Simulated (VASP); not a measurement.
# Os (Pm-3n) in VASP: single point with LDA

Aim: the single point of Os with LDA.

All numbers are computed with VASP 6.6.1; they aren't measurements. Logs are shortened: lines on timing, memory, paths and dates and some standing lists are left out, and cuts for length are marked.

## 1. The cell of the first run

It takes space group Pm-3n (No. 223, cubic). The conventional cell has a = 4.841 Å, b = 4.841 Å, c = 4.841 Å, α = 90.00°, β = 90.00°, γ = 90.00°. Within 3.6 Å of Os (site symmetry m-3) lie 12 Os at 2.71 Å. Os (site symmetry -4m2) has 14 Os at 2.42 to 2.96 Å within 3.2 Å.

## 2. Single point, LDA

INCAR

```
SYSTEM = Os
PREC     = Accurate       ! precision mode
ENCUT    = 520            ! plane-wave cutoff, eV
EDIFF    = 1E-7           ! SCF threshold, eV
ISMEAR   = -1             ! smearing method
SIGMA    = 0.1            ! smearing width, eV
LREAL    = .FALSE.        ! projectors in reciprocal space
LASPH    = .TRUE.         ! aspherical terms in the spheres
NELM     = 60             ! most SCF steps
ALGO     = Normal         ! electronic algorithm
ISIF     = 2              ! what is computed and relaxed
LWAVE    = .FALSE.        ! write WAVECAR
LCHARG   = .FALSE.        ! write CHGCAR
NBANDS   = 42             ! bands
```

KPOINTS

```
Automatic mesh
0
G
  7 7 7
  0 0 0
```

POSCAR

```
Os
1.0
    4.8410418714      0.0000000000      0.0000000000
    0.0000000000      4.8410418714      0.0000000000
    0.0000000000      0.0000000000      4.8410418714
Os
8
Direct
    1.0000000000      0.0000000000      1.0000000000
    0.5000000000      0.5000000000      0.5000000000
    0.2500000000      1.0000000000      0.5000000000
    0.7500000000      0.0000000000      0.5000000000
    0.5000000000      0.2500000000      1.0000000000
    0.5000000000      0.7500000000      0.0000000000
    0.0000000000      0.5000000000      0.2500000000
    1.0000000000      0.5000000000      0.7500000000
```

Potentials or basis: VASP PAW LDA potentials, release 64 (Os).

The run is started by

```console
cat potpaw_LDA.64/Os/POTCAR > POTCAR
mpirun -np 1 vasp_std > vasp.out
```

OUTCAR:

```text
SYSTEM = Os
   PREC = Accurate
   ENCUT = 520
   EDIFF = 1E-7
   ISMEAR = -1
   LREAL = .FALSE.
   LASPH = .TRUE.
   NELM = 60
   ISIF = 2

 ion  position               nearest neighbor table
   1  0.000  0.000  0.000-   3 2.71   4 2.71   5 2.71   6 2.71   7 2.71   8 2.71   3 2.71   4 2.71
                             7 2.71   8 2.71   5 2.71   6 2.71
   2  0.500  0.500  0.500-   3 2.71   4 2.71   5 2.71   6 2.71   7 2.71   8 2.71   5 2.71   6 2.71
                             3 2.71   4 2.71   7 2.71   8 2.71
   3  0.250  0.000  0.500-   4 2.42   4 2.42   1 2.71   1 2.71   2 2.71   2 2.71   8 2.96   5 2.96
                             5 2.96   6 2.96   6 2.96   7 2.96   8 2.96   7 2.96
   4  0.750  0.000  0.500-   3 2.42   3 2.42   1 2.71   1 2.71   2 2.71   2 2.71   8 2.96   5 2.96
                             5 2.96   6 2.96   6 2.96   7 2.96   8 2.96   7 2.96
   5  0.500  0.250  0.000-   6 2.42   6 2.42   1 2.71   2 2.71   2 2.71   1 2.71   8 2.96   4 2.96
                             3 2.96   4 2.96   3 2.96   7 2.96   7 2.96   8 2.96
   6  0.500  0.750  0.000-   5 2.42   5 2.42   1 2.71   2 2.71   2 2.71   1 2.71   8 2.96   4 2.96
                             3 2.96   4 2.96   3 2.96   7 2.96   7 2.96   8 2.96
   7  0.000  0.500  0.250-   8 2.42   8 2.42   1 2.71   2 2.71   1 2.71   2 2.71   3 2.96   4 2.96
                             5 2.96   3 2.96   4 2.96   6 2.96   5 2.96   6 2.96
   8  0.000  0.500  0.750-   7 2.42   7 2.42   1 2.71   2 2.71   1 2.71   2 2.71   3 2.96   4 2.96
                             5 2.96   3 2.96   4 2.96   6 2.96   5 2.96   6 2.96

  LATTYP: Found a simple cubic cell.
 ALAT       =     4.8410418714

  Lattice vectors:

 A1 = (   4.8410418714,   0.0000000000,   0.0000000000)
 A2 = (   0.0000000000,   4.8410418714,   0.0000000000)
 A3 = (   0.0000000000,   0.0000000000,   4.8410418714)

Analysis of symmetry for initial positions (statically):
=====================================================================
 Subroutine PRICEL returns:
 Original cell was already a primitive cell.

 Routine SETGRP: Setting up the symmetry group for a
 simple cubic supercell.

 Subroutine GETGRP returns: Found 48 space group operations
 (whereof 24 operations were pure point group operations)
 out of a pool of 48 trial point group operations.

The static configuration has the point symmetry T_h .
 The point group associated with its full space group is O_h .

Analysis of symmetry for dynamics (positions and initial velocities):
=====================================================================
 Subroutine PRICEL returns:
 Original cell was already a primitive cell.

[... 121 lines left out ...]
   ISIF   =      2    stress and relaxation
   ISYM   =      2    0-nonsym 1-usesym 2-fastsym
   POTIM  = 0.5000    time-step for ionic-motion
   TEBEG  =    0.0;   TEEND  =   0.0 temperature during run
   PSTRESS=    0.0 pullay stress
   NELECT =      64.0000    total number of electrons
   NUPDOWN=      -1.0000    fix difference up-down
   EMIN   =  10.00;   EMAX   =-10.00  energy-range for DOS
   EFERMI =   0.00;   METHOD = LEGACY
   ISMEAR =    -1;   SIGMA  =   0.10  broadening in eV -4-tet -1-fermi 0-gaus
   EFERMI_NEDOS =   21; number of points for ismear=-14 and -15
   IALGO  =     38    algorithm
   IMIX   =      4    mixing-type and parameters
     AMIX     =   0.40;   BMIX     =  1.00
     AMIX_MAG =   1.60;   BMIX_MAG =  1.00
  volume/ion in A,a.u.               =      14.18        95.70
  Fermi-wavevector in a.u.,A,eV,Ry     =   1.352683  2.556200 24.895272  1.829751
  Thomas-Fermi vector in A             =   2.480001
   LORBIT       =      0    0 simple, 1 ext, 2 COOP (PROOUT), +10 PAW based schemes
   GGA     = CA    functional components
   LHFCALC =     F    Hartree Fock is set to
   AEXX    =    0.0000 exact exchange contribution
   IVDW    =     0    specifies the selected vdW correction
   LEPSILON=     F    determine dielectric tensor
   LRPA    =     F    only Hartree local field effects (RPA)
 non-spin polarized calculation
  energy-cutoff  :      520.00
  volume of cell :      113.45
 maximum number of plane-waves:      3076
   NGX = 19   NGY = 19   NGZ = 19

 number of electron      63.9999987 magnetization

 Free energy of the ion-electron system (eV)
  ---------------------------------------------------
  ext. energy  EPLUGINS =         0.00000000
  ---------------------------------------------------
  free energy    TOTEN  =       -96.19407947 eV

  energy without entropy =      -95.90509968  energy(sigma->0) =      -96.04958957

 E-fermi :   9.4446     XC(G=0): -14.0785

 val. band max:        9.4210622151   @ k =   0.2857   0.0000   0.0000
 cond. band min:       9.4537738368   @ k =   0.2857   0.1429   0.0000
 fundamental gap:      0.0327116217
 Fermi energy:         9.4446233400

 k-point     1 :       0.0000    0.0000    0.0000
  band No.  band energies     occupation
      1      -1.5686      2.00000
      2       1.4292      2.00000
      3       1.4292      2.00000
      4       2.7906      2.00000
      5       2.9224      2.00000
      6       2.9224      2.00000
[... 889 lines left out ...]
     41      10.8998      0.00000
     42      11.0519      0.00000

------------------------ aborting loop because EDIFF is reached ----------------------------------------

  FORCE on cell =-STRESS in cart. coord.  units (eV):
  Direction    XX          YY          ZZ          XY          YZ          ZX
  --------------------------------------------------------------------------------------
  -------------------------------------------------------------------------------------
  Total        0.2389771      0.2389771      0.2389771      0.0000000     -0.0000000      0.0000000
  in kB        3.3748183      3.3748183      3.3748183      0.0000000     -0.0000000      0.0000000
  external PRESSURE =       3.3748183 kB  Pullay stress =       0.0000000 kB

 VOLUME and BASIS-vectors are now :
 -----------------------------------------------------------------------------
  energy-cutoff  :      520.00
  volume of cell :      113.45
      direct lattice vectors                 reciprocal lattice vectors
     4.841041871  0.000000000  0.000000000     0.206567104  0.000000000  0.000000000
     0.000000000  4.841041871  0.000000000     0.000000000  0.206567104  0.000000000
     0.000000000  0.000000000  4.841041871     0.000000000  0.000000000  0.206567104

 POSITION                                       TOTAL-FORCE (eV/Angst)
 -----------------------------------------------------------------------------------
      0.00000      0.00000      0.00000        -0.000000     -0.000000      0.000000
      2.42052      2.42052      2.42052        -0.000000     -0.000000      0.000000
      1.21026      0.00000      2.42052         0.000000      0.000000      0.000000
      3.63078      0.00000      2.42052        -0.000000      0.000000     -0.000000
      2.42052      1.21026      0.00000         0.000000      0.000000     -0.000000
      2.42052      3.63078      0.00000         0.000000     -0.000000     -0.000000
      0.00000      2.42052      1.21026         0.000000     -0.000000     -0.000000
      0.00000      2.42052      3.63078        -0.000000     -0.000000      0.000000
 -----------------------------------------------------------------------------------
    total drift:                                0.000000      0.000000     -0.000000

  FREE ENERGIE OF THE ION-ELECTRON SYSTEM (eV)
  ---------------------------------------------------
  free  energy   TOTEN  =       -96.1940794682 eV

  energy  without entropy=      -95.9050996779  energy(sigma->0) =      -96.04958957
```

OSZICAR:

```text
N       E                     dE             d eps       ncg     rms          rms(c)
DAV:   1     0.489763880936E+03    0.48976E+03   -0.30051E+04  1704   0.147E+03
DAV:   2    -0.519845732865E+02   -0.54175E+03   -0.51273E+03  1726   0.501E+02
DAV:   3    -0.987277864028E+02   -0.46743E+02   -0.42574E+02  2316   0.104E+02
DAV:   4    -0.101638584213E+03   -0.29108E+01   -0.27549E+01  2168   0.265E+01
DAV:   5    -0.101723662314E+03   -0.85078E-01   -0.84220E-01  2324   0.402E+00    0.672E+01
DAV:   6    -0.974424371526E+02    0.42812E+01   -0.60652E+00  2206   0.125E+01    0.314E+01
DAV:   7    -0.968141338314E+02    0.62830E+00   -0.65536E+00  2656   0.147E+01    0.757E+00
DAV:   8    -0.962097201113E+02    0.60441E+00   -0.20631E+00  2648   0.106E+01    0.121E+00
DAV:   9    -0.962024724905E+02    0.72476E-02   -0.10647E-01  1974   0.185E+00    0.111E+00
DAV:  10    -0.961983886765E+02    0.40838E-02   -0.25072E-02  2466   0.998E-01    0.643E-01
DAV:  11    -0.961940339673E+02    0.43547E-02   -0.12199E-02  2632   0.825E-01    0.843E-02
DAV:  12    -0.961940861909E+02   -0.52224E-04   -0.71726E-04  2000   0.142E-01    0.535E-02
DAV:  13    -0.961940838894E+02    0.23016E-05   -0.56199E-05  2350   0.431E-02    0.511E-02
DAV:  14    -0.961940794780E+02    0.44114E-05   -0.12433E-05  2386   0.185E-02    0.148E-02
DAV:  15    -0.961940794682E+02    0.98148E-08   -0.49507E-07  2000   0.383E-03
   1 F= -.96194079E+02 E0= -.96049590E+02  d E =-.288980E+00
```

It took 91 s on 1 thread of AMD EPYC 7R13 (Zen 3), shared host; peak memory 0.18 GiB.

What came out:

- Free energy: -96.1941 eV
- Pressure: 0.3 GPa
- Band gap on the k mesh: zero (band 32 reaches 9.73 eV, above the bottom of band 33 at 8.99 eV)

Caveat: spin-orbit coupling is left out, which moves the levels of the heavy elements.
